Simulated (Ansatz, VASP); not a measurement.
MgSn6N: VASP beside Ansatz

INCAR

```
PREC = Accurate
ENCUT = 520
EDIFF = 1E-6
ISMEAR = 0
SIGMA = 0.2
LREAL = False
LASPH = True
NELM = 60
ALGO = Normal
ISIF = 2
LWAVE = False
LCHARG = False
GGA = PE
NBANDS = 56
```

Contents of KPOINTS:

```
regular mesh
0
Gamma
  8 8 1
```

File POSCAR:

```
MgSn6N
1.0
    3.1435178807      0.0000000000      0.0000000000
    0.0000000000      3.1435178807      0.0000000000
    0.0000000000      0.0000000000     19.4504168208
Mg Sn N
1 6 1
Direct
    0.0000000000      1.0000000000      0.0000000000
    0.5000000000      0.5000000000      0.5827967762
    0.5000000000      0.5000000000      0.4172032238
    0.5000000000      0.5000000000      0.1209019182
    0.5000000000      0.5000000000      0.8790980818
    0.0000000000      0.0000000000      0.7239607486
    0.0000000000      0.0000000000      0.2760392514
    0.5000000000      0.5000000000      0.0000000000
```

Input for Ansatz:

```yaml
crystal:
  lattice:
    - [3.1435178807, 0.0, 0.0]
    - [0.0, 3.1435178807, 0.0]
    - [0.0, 0.0, 19.4504168208]
  atoms:
    - { symbol: Mg, position: [0.0, 1.0, 0.0] }
    - { symbol: Sn, position: [0.5, 0.5, 0.5827967762] }
    - { symbol: Sn, position: [0.5, 0.5, 0.4172032238] }
    - { symbol: Sn, position: [0.5, 0.5, 0.1209019182] }
    - { symbol: Sn, position: [0.5, 0.5, 0.8790980818] }
    - { symbol: Sn, position: [0.0, 0.0, 0.7239607486] }
    - { symbol: Sn, position: [0.0, 0.0, 0.2760392514] }
    - { symbol: "N", position: [0.5, 0.5, 0.0] }
basis:
  ecutwfc: 420
kpoints:
  mp_grid: { grid: [8, 8, 1] }
hamiltonian:
  xc: pbe
scf:
  occupations: { method: gaussian, width: 0.2 }
  lower_state_search: "off"
output:
  forces: true
  stress: true
  eigenvalues: true
```

Alike in both runs: task single point; functional PBE; k mesh 8 × 8 × 1; occupations gaussian, width 0.2 eV; no spin polarisation.

|  | VASP | Ansatz |
| --- | --- | --- |
| version | VASP 6.6.1 | Ansatz 0.2.0 |
| potentials or method | VASP PAW PBE potentials, release 64 (Mg, Sn_d, N), cutoff 520 eV | scalar-relativistic, plane waves, PAW |
| valence electrons in the cell | 91 | 99 |

```csv
,VASP,Ansatz,Ansatz less VASP
gap on the k mesh at the Fermi level (eV),none,none,-
pressure (GPa),-0.1,0.0,+0.09
"traceless stress, the component that is largest in VASP (GPa)",0.52,0.48,-0.039
rms of the force components (eV/Å),0.024,0.025,+0.0007
```

Atom by atom the forces differ by 0.001 eV/Å (rms over components). A gap of «none» marks a metal or a gap that the smearing closes. The functional is the same, so the differences come from potentials, cutoffs and numerics. VASP's potentials hold 91 valence electrons a cell and Ansatz's 99, so a difference there can come from the potentials and not from the codes.
